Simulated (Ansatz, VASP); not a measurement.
# Two plane-wave programs on NaCa2H2

File INCAR:

```
PREC = Accurate
ENCUT = 520
EDIFF = 1E-7
ISMEAR = 0
SIGMA = 0.1
LREAL = F
LASPH = T
NELM = 80
ALGO = Normal
ISIF = 2
LWAVE = F
LCHARG = T
GGA = PE
LELF = T
LVHAR = T
NBANDS = 22
```

KPOINTS

```
regular mesh
0
Gamma
  4 4 4
```

File POSCAR:

```
NaCa2H2
1.0
    4.3147487500      0.0000000000      0.0000000000
    0.0000000000      4.3147487500      0.0000000000
    0.0000000000      0.0000000000      6.3688268500
Na Ca H
1 2 2
Direct
    0.0000000000      0.0000000000      0.0000000000
    0.0000000000      0.5000000000      0.0000000000
    0.5000000000      0.0000000000      0.0000000000
    0.0000000000      0.0000000000      0.1485385900
    0.0000000000      0.0000000000      0.8514614100
```

Input for Ansatz:

```yaml
crystal:
  lattice:
    - [4.31474875, 0.0, 0.0]
    - [0.0, 4.31474875, 0.0]
    - [0.0, 0.0, 6.36882685]
  atoms:
    - { symbol: Na, position: [0.0, 0.0, 0.0] }
    - { symbol: Ca, position: [0.0, 0.5, 0.0] }
    - { symbol: Ca, position: [0.5, 0.0, 0.0] }
    - { symbol: H, position: [0.0, 0.0, 0.14853859] }
    - { symbol: H, position: [0.0, 0.0, 0.85146141] }
basis:
  ecutwfc: 420
kpoints:
  mp_grid: { grid: [4, 4, 4] }
hamiltonian:
  xc: pbe
scf:
  occupations: { method: gaussian, width: 0.1 }
  lower_state_search: "off"
output:
  forces: true
  stress: true
  eigenvalues: true
```

Alike in both runs: task single point; functional PBE; k mesh 4 × 4 × 4; occupations gaussian, width 0.1 eV; no spin polarisation.

|  | VASP | Ansatz |
| --- | --- | --- |
| version | VASP 6.6.1 | Ansatz 0.2.0 |
| potentials or method | VASP PAW PBE potentials, release 64 (Na_pv, Ca_sv, H), cutoff 520 eV | scalar-relativistic, plane waves, PAW |
| valence electrons in the cell | 29 | 31 |

```csv
,VASP,Ansatz,Ansatz less VASP
gap on the k mesh at the Fermi level (eV),none,none,-
rms of the force components (eV/Å),9.988,9.593,-0.3947
```

Atom by atom the forces differ by 0.395 eV/Å (rms over components). A gap of «none» marks a metal or a gap that the smearing closes. VASP's potentials hold 29 valence electrons a cell and Ansatz's 31, so a difference there can come from the potentials and not from the codes.

The k mesh is coarse, so the values compare programs but aren't converged.
